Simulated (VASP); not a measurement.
Runs of VASP 6.6.1 on Cs. The structure is that of space group P6_3/mmc (No. 194), or close to it. The cells are those of the table. 

```csv
cell,gap on the mesh (eV),pressure (GPa)
"a = 5.918, b = 5.918, c = 9.706 Å, angles 90.0, 90.0, 120.0°, 2 atoms",none,-0.1
"a = 5.621, b = 5.621, c = 9.220 Å, angles 90.0, 90.0, 120.0°, 2 atoms",none,0.1
"a = 5.542, b = 5.542, c = 9.090 Å, angles 90.0, 90.0, 120.0°, 2 atoms",none,(a)
"a = 5.461, b = 5.461, c = 8.957 Å, angles 90.0, 90.0, 120.0°, 2 atoms",none,0.3
"a = 5.846, b = 5.846, c = 9.589 Å, angles 90.0, 90.0, 120.0°, 2 atoms",none,-0.1
"a = 5.698, b = 5.698, c = 9.346 Å, angles 90.0, 90.0, 120.0°, 2 atoms",none,0.0
"a = 5.773, b = 5.773, c = 9.469 Å, angles 90.0, 90.0, 120.0°, 2 atoms",none,-0.1
```

Alike in all rows: task single point; level RPBE; potentials or basis VASP PAW PBE potentials, release 64 (Cs_sv); no spin polarisation; k mesh 7 × 7 × 4; cutoff (eV) 520; smearing fermi-dirac 0.1 eV.

Q: Estimate the missing entries.

A: (a) 0.2.

Caveats: the PAW data sets were made with another functional, which shifts forces and pressure a little; spin-orbit coupling is left out, which moves the levels of the heavy elements.

A k mesh can miss the band edges, and the runs leave out spin-orbit coupling on Cs.

A gap of «none» marks levels without a gap at the run's occupations.
